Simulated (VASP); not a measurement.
# O (Fm-3m) in VASP: further runs

Runs on O. Level: LDA. Tasks: density of states.

Program: VASP 6.6.1. These are calculated values, not measurements. Logs are shortened: lines on timing, memory, paths and dates and some standing lists are left out, and cuts for length are marked.

## 1. The cell of the first run

It takes space group Fm-3m (No. 225, cubic). Conventional cell: a = 2.259 Å, b = 2.259 Å, c = 2.259 Å, α = 90.00°, β = 90.00°, γ = 90.00°. Within 2.1 Å of O (site symmetry m-3m) lie 12 O at 1.60 Å.

## 2. Density of states, LDA (volume scaled by 0.4)

The input, POSCAR:

```
O
1.0
    0.0000000000      1.1296198000      1.1296198000
    1.1296198000      0.0000000000      1.1296198000
    1.1296198000      1.1296198000      0.0000000000
O
1
Direct
    0.0000000000      0.0000000000      0.0000000000
```

The input, INCAR.step1:

```
SYSTEM = O
PREC = Accurate
ENCUT = 520
EDIFF = 1E-7
ISMEAR = -1
SIGMA = 0.08
LREAL = .False.
LASPH = .True.
NELM = 80
ALGO = Normal
ISIF = 2
LWAVE = .False.
LCHARG = .True.
GGA = CA
NBANDS = 9
```

The input, KPOINTS.step1:

```
regular mesh
0
Gamma
  18 18 18
  0 0 0
```

The input, INCAR.step2:

```
SYSTEM = O
PREC = Accurate
ENCUT = 520
EDIFF = 1E-7
ISMEAR = -5
SIGMA = 0.08
LREAL = .False.
LASPH = .True.
NELM = 80
ALGO = Normal
ISIF = 2
LWAVE = .False.
LCHARG = .False.
GGA = CA
LORBIT = 10
NEDOS = 2001
ICHARG = 11
```

The input, KPOINTS.step2:

```
regular mesh
0
Gamma
  27 27 27
  0 0 0
```

Potentials or basis: VASP PAW LDA potentials, release 64 (O).

Started as:

```sh
cat potpaw_LDA.64/O/POTCAR > POTCAR
cp INCAR.step1 INCAR
cp KPOINTS.step1 KPOINTS
mpirun -np 1 vasp_std > vasp.out
cp INCAR.step2 INCAR
cp KPOINTS.step2 KPOINTS
mpirun -np 1 vasp_std > vasp.out
```

OUTCAR:

```text
SYSTEM = O
   PREC = Accurate
   ENCUT = 520
   EDIFF = 1E-7
   ISMEAR = -5
   LREAL = .False.
   LASPH = .True.
   NELM = 80
   ISIF = 2
   GGA = CA
   LORBIT = 10
   ICHARG = 11

 ion  position               nearest neighbor table
   1  0.000  0.000  0.000-

  LATTYP: Found a face centered cubic cell.
 ALAT       =     2.2592396000

  Lattice vectors:

 A1 = (   0.0000000000,   1.1296198000,   1.1296198000)
 A2 = (   1.1296198000,   0.0000000000,   1.1296198000)
 A3 = (   1.1296198000,   1.1296198000,   0.0000000000)

Analysis of symmetry for initial positions (statically):
=====================================================================
 Subroutine PRICEL returns:
 Original cell was already a primitive cell.

 Routine SETGRP: Setting up the symmetry group for a
 face centered cubic supercell.

 Subroutine GETGRP returns: Found 48 space group operations
 (whereof 48 operations were pure point group operations)
 out of a pool of 48 trial point group operations.

The static configuration has the point symmetry O_h .

Analysis of symmetry for dynamics (positions and initial velocities):
=====================================================================
 Subroutine PRICEL returns:
 Original cell was already a primitive cell.

 Routine SETGRP: Setting up the symmetry group for a
 face centered cubic supercell.

 Subroutine GETGRP returns: Found 48 space group operations
 (whereof 48 operations were pure point group operations)
 out of a pool of 48 trial point group operations.

The dynamic configuration has the point symmetry O_h .

 Subroutine INISYM returns: Found 48 space group operations
 (whereof 48 operations are pure point group operations),
 and found     1 'primitive' translations

----------------------------------------------------------------------------------------

                                     Primitive cell

  volume of cell :       2.8829

  direct lattice vectors                    reciprocal lattice vectors
     0.000000000  1.129619800  1.129619800    -0.442626802  0.442626802  0.442626802
     1.129619800  0.000000000  1.129619800     0.442626802 -0.442626802  0.442626802
     1.129619800  1.129619800  0.000000000     0.442626802  0.442626802 -0.442626802

  length of vectors
     1.597523641  1.597523641  1.597523641     0.766652111  0.766652111  0.766652111

  position of ions in fractional coordinates (direct lattice)
     0.000000000  0.000000000  0.000000000

  ion indices of the primitive-cell ions
   primitive index   ion index
                 1           1

----------------------------------------------------------------------------------------

 KPOINTS: regular mesh

Automatic generation of k-mesh.
 Grid dimensions read from file:
 generate k-points for:   27   27   27

 Generating k-lattice:

  Cartesian coordinates                     Fractional coordinates (reciprocal lattice)
    -0.016393585  0.016393585  0.016393585     0.037037037  0.000000000  0.000000000
     0.016393585 -0.016393585  0.016393585     0.000000000  0.037037037  0.000000000
     0.016393585  0.016393585 -0.016393585     0.000000000  0.000000000  0.037037037

  Length of vectors
     0.028394523  0.028394523  0.028394523

  Shift w.r.t. Gamma in fractional coordinates (k-lattice)
     0.000000000  0.000000000  0.000000000

 TETIRR: Found   2653 inequivalent tetrahedra from   118098

 Subroutine IBZKPT returns following result:
 ===========================================

 Found    560 irreducible k-points:

 Following reciprocal coordinates:
            Coordinates               Weight
  0.000000  0.000000  0.000000      1.000000
  0.037037  0.000000  0.000000      8.000000
  0.074074  0.000000  0.000000      8.000000
  0.111111  0.000000  0.000000      8.000000
  0.148148  0.000000  0.000000      8.000000
  0.185185  0.000000  0.000000      8.000000
[... 16 lines left out ...]
  0.333333  0.037037  0.000000     24.000000
  0.370370  0.037037  0.000000     24.000000
 [... further k-points ...]
   k-points           NKPTS =    560   k-points in BZ     NKDIM =    560   number of bands    NBANDS=      7
   number of dos      NEDOS =   2001   number of ions     NIONS =      1
   total plane-waves  NPLWV =   1728
   dimension x,y,z NGX =    12 NGY =   12 NGZ =   12
   dimension x,y,z NGXF=    24 NGYF=   24 NGZF=   24
   ions per type =               1
   NGX,Y,Z   is equivalent  to a cutoff of  12.49, 12.49, 12.49 a.u.
   NGXF,Y,Z  is equivalent  to a cutoff of  24.98, 24.98, 24.98 a.u.
 SYSTEM =  O
   PREC   = accura    normal or accurate (medium, high low for compatibility)
   ISTART =      0    job   : 0-new  1-cont  2-samecut
   ICHARG =     11    charge: 1-file 2-atom 10-const
   ISPIN  =      1    spin polarized calculation?
   LNONCOLLINEAR =      F non collinear calculations
   LSORBIT =      F    spin-orbit coupling
   LASPH  =      T    aspherical Exc in radial PAW
   ENCUT  =  520.0 eV  38.22 Ry    6.18 a.u.   2.97  2.97  2.97*2*pi/ulx,y,z
   NELM   =     80;   NELMIN=  2; NELMDL=  0     # of ELM steps
   EDIFF  = 0.1E-06   stopping-criterion for ELM
   LREAL  =      F    real-space projection
   EDIFFG = 0.1E-05   stopping-criterion for IOM
   NSW    =      0    number of steps for IOM
   IBRION =     -1    ionic relax: 0-MD 1-quasi-New 2-CG
   NFREE  =      0    steps in history (QN), initial steepest desc. (CG)
   ISIF   =      2    stress and relaxation
   ISYM   =      2    0-nonsym 1-usesym 2-fastsym
   POTIM  = 0.5000    time-step for ionic-motion
   TEBEG  =    0.0;   TEEND  =   0.0 temperature during run
   PSTRESS=    0.0 pullay stress
   NELECT =       6.0000    total number of electrons
   NUPDOWN=      -1.0000    fix difference up-down
   EMIN   =  10.00;   EMAX   =-10.00  energy-range for DOS
   EFERMI =   0.00;   METHOD = LEGACY
   ISMEAR =    -5;   SIGMA  =   0.08  broadening in eV -4-tet -1-fermi 0-gaus
   EFERMI_NEDOS =   21; number of points for ismear=-14 and -15
   IALGO  =     38    algorithm
   IMIX   =      4    mixing-type and parameters
     AMIX     =   0.40;   BMIX     =  1.00
     AMIX_MAG =   1.60;   BMIX_MAG =  1.00
  volume/ion in A,a.u.               =       2.88        19.45
  Fermi-wavevector in a.u.,A,eV,Ry     =   2.090176  3.949861 59.441645  4.368838
  Thomas-Fermi vector in A             =   3.082800
   LORBIT       =     10    0 simple, 1 ext, 2 COOP (PROOUT), +10 PAW based schemes
   GGA     = CA    functional components
   LHFCALC =     F    Hartree Fock is set to
   AEXX    =    0.0000 exact exchange contribution
   IVDW    =     0    specifies the selected vdW correction
   LEPSILON=     F    determine dielectric tensor
   LRPA    =     F    only Hartree local field effects (RPA)
 non-spin polarized calculation
 Fermi weights with tetrahedron method with Bloechl corrections
  energy-cutoff  :      520.00
  volume of cell :        2.88
 maximum number of plane-waves:        84

 number of electron       6.0000006 magnetization

 Free energy of the ion-electron system (eV)
  ---------------------------------------------------
  ext. energy  EPLUGINS =         0.00000000
  ---------------------------------------------------
  free energy    TOTEN  =         4.60112408 eV

  energy without entropy =        4.60112408  energy(sigma->0) =        4.60112408

 E-fermi :  22.3445     XC(G=0): -19.0228

 val. band max:       22.3698392200   @ k =   0.4444   0.1852   0.0000
 cond. band min:      22.2653220682   @ k =  -0.4074   0.2593   0.1111
 fundamental gap:     -0.1045171518
 Fermi energy:        22.3444909577

 k-point     1 :       0.0000    0.0000    0.0000
  band No.  band energies     occupation
      1     -18.3332      2.00000
      2      29.3271      0.00000
      3      29.3271      0.00000
      4      29.3271      0.00000
      5      72.6216      0.00000
      6      72.6216      0.00000
      7      72.6217      0.00000

 k-point     2 :       0.0370    0.0000    0.0000
  band No.  band energies     occupation
      1     -18.2327      2.00000
      2      29.0534      0.00000
      3      29.2780      0.00000
      4      29.2780      0.00000
      5      71.3069      0.00000
      6      72.7703      0.00000
      7      72.7703      0.00000

 k-point     3 :       0.0741    0.0000    0.0000
  band No.  band energies     occupation
      1     -17.9312      2.00000
      2      28.2389      0.00000
      3      29.1351      0.00000
      4      29.1351      0.00000
      5      68.9534      0.00000
      6      73.0453      0.00000
      7      73.1805      0.00000

 k-point     4 :       0.1111    0.0000    0.0000
  band No.  band energies     occupation
      1     -17.4301      2.00000
      2      26.9023      0.00000
      3      28.9111      0.00000
      4      28.9111      0.00000
      5      66.7475      0.00000
      6      72.7132      0.00000
      7      73.7304      0.00000

 k-point     5 :       0.1481    0.0000    0.0000
  band No.  band energies     occupation
      1     -16.7297      2.00000
      2      25.0971      0.00000
      3      28.6235      0.00000
      4      28.6235      0.00000
      5      64.9620      0.00000
      6      72.2629      0.00000
      7      74.1787      0.00000

 k-point     6 :       0.1852    0.0000    0.0000
  band No.  band energies     occupation
      1     -15.8304      2.00000
      2      22.8937      0.41225
      3      28.2964      0.00000
      4      28.2964      0.00000
      5      63.6468      0.00000
      6      71.7180      0.00000
      7      74.1955      0.00000

 k-point     7 :       0.2222    0.0000    0.0000
  band No.  band energies     occupation
      1     -14.7369      2.00000
      2      20.3799      2.06806
      3      27.9501      0.00000
      4      27.9501      0.00000
      5      62.7557      0.00000
      6      71.0863      0.00000
      7      73.6002      0.00000
[... 121 lines left out ...]
 k-point    20 :       0.2222    0.0370    0.0000
  band No.  band energies     occupation
      1     -15.0348      2.00000
      2      21.2796      2.02650
      3      27.5284      0.00000
      4      28.3031      0.00000
      5      62.7739      0.00000
      6      70.1517      0.00000
      7      74.3019      0.00000

 k-point    21 :       0.2593    0.0370    0.0000
  band No.  band energies     occupation
      1     -13.8103      2.00000
      2      18.6258      2.00000
      3      27.1773      0.00000
      4      27.9508      0.00000
      5      62.2059      0.00000
      6      69.0566      0.00000
      7      73.4815      0.00000

 k-point    22 :       0.2963    0.0370    0.0000
  band No.  band energies     occupation
      1     -12.3923      2.00000
      2      15.8132      2.00000
      3      26.8629      0.00000
      4      27.5890      0.00000
      5      61.9263      0.00000
      6      67.9434      0.00000
      7      72.3839      0.00000

 k-point    23 :       0.3333    0.0370    0.0000
  band No.  band energies     occupation
      1     -10.7846      2.00000
      2      12.9208      2.00000
      3      26.5994      0.00000
      4      27.2363      0.00000
      5      61.8560      0.00000
      6      66.9035      0.00000
      7      71.2252      0.00000

 k-point    24 :       0.3704    0.0370    0.0000
  band No.  band energies     occupation
      1      -8.9915      2.00000
      2      10.0136      2.00000
      3      26.3966      0.00000
      4      26.9085      0.00000
      5      61.9195      0.00000
      6      66.0053      0.00000
      7      70.1477      0.00000

 [... further k-points ...]
[... 5 lines left out ...]
  --------------------------------------------------------------------------------------
  -------------------------------------------------------------------------------------
  Total       22.2666644     22.2666644     22.2666644     -0.0000000     -0.0000000      0.0000000
  in kB    12374.8191691  12374.8191691  12374.8191691     -0.0000000     -0.0000000      0.0000000
  external PRESSURE =   12374.8191691 kB  Pullay stress =       0.0000000 kB

 VOLUME and BASIS-vectors are now :
 -----------------------------------------------------------------------------
  energy-cutoff  :      520.00
  volume of cell :        2.88
      direct lattice vectors                 reciprocal lattice vectors
     0.000000000  1.129619800  1.129619800    -0.442626802  0.442626802  0.442626802
     1.129619800  0.000000000  1.129619800     0.442626802 -0.442626802  0.442626802
     1.129619800  1.129619800  0.000000000     0.442626802  0.442626802 -0.442626802

 POSITION                                       TOTAL-FORCE (eV/Angst)
 -----------------------------------------------------------------------------------
      0.00000      0.00000      0.00000        -0.000000      0.000000      0.000000
 -----------------------------------------------------------------------------------
    total drift:                                0.000000     -0.000000      0.000000

  FREE ENERGIE OF THE ION-ELECTRON SYSTEM (eV)
  ---------------------------------------------------
  free  energy   TOTEN  =         4.6011240848 eV

  energy  without entropy=        4.6011240848  energy(sigma->0) =        4.60112408

 total charge

# of ion       s       p       d       tot
------------------------------------------
    1        1.797   3.443   0.000   5.239
```

It took 6.4 s on 1 thread of AMD EPYC 9R45 (Zen 5), shared host; peak memory 0.08 GiB.

Results:

| Property | Result |
| --- | --- |
| Valence electrons inside the program's atomic spheres | O 5.24 |

Caveat: the cell differs from its parent crystal (volume scaled by 0.4); tetrahedron occupations give inexact forces and stress in metals.

## 3. Density of states, LDA

This run uses another cell than the first one, of 7.21 Å³/atom, 2.500 times its volume.

The input, POSCAR:

```
O
1.0
    0.0000000000      1.5331299426      1.5331299426
    1.5331299426      0.0000000000      1.5331299426
    1.5331299426      1.5331299426      0.0000000000
O
1
Direct
    0.0000000000      0.0000000000      0.0000000000
```

The input, INCAR.step1:

```
PREC = Accurate
ENCUT = 520
EDIFF = 1E-6
ISMEAR = -1
SIGMA = 0.08
LREAL = F
LASPH = T
NELM = 100
ALGO = Normal
ISIF = 2
LWAVE = F
LCHARG = T
GGA = CA
NBANDS = 9
```

The input, KPOINTS.step1:

```
Automatic mesh
0
Gamma
  18 18 18
```

The input, INCAR.step2:

```
PREC = Accurate
ENCUT = 520
EDIFF = 1E-6
ISMEAR = -5
SIGMA = 0.08
LREAL = F
LASPH = T
NELM = 100
ALGO = Normal
ISIF = 2
LWAVE = F
LCHARG = F
GGA = CA
LORBIT = 11
NBANDS = 9
NEDOS = 1001
ICHARG = 11
```

The input, KPOINTS.step2:

```
Automatic mesh
0
Gamma
  27 27 27
```

Potentials or basis: VASP PAW LDA potentials, release 64 (O).

Started as:

```sh
cat potpaw_LDA.64/O/POTCAR > POTCAR
cp INCAR.step1 INCAR
cp KPOINTS.step1 KPOINTS
mpirun -np 1 vasp_std > vasp.out
cp INCAR.step2 INCAR
cp KPOINTS.step2 KPOINTS
mpirun -np 1 vasp_std > vasp.out
```

Wall time 12 s (1 thread of AMD EPYC 9R45 (Zen 5), shared host); peak memory 0.1 GiB.

Results (log left out):

| Item | Value |
| --- | --- |
| Valence electrons inside the program's atomic spheres | O 4.57 |

Levels at points of the mesh, in eV from the Fermi level:
| k point | band 1 | band 2 | band 3 | band 4 | band 5 | band 6 |
| --- | --- | --- | --- | --- | --- | --- |
| (0.00, 0.00, 0.00) | -22.04 | 2.16 | 2.16 | 2.16 | 20.04 | 35.57 |

Caveat: tetrahedron occupations give inexact forces and stress in metals.
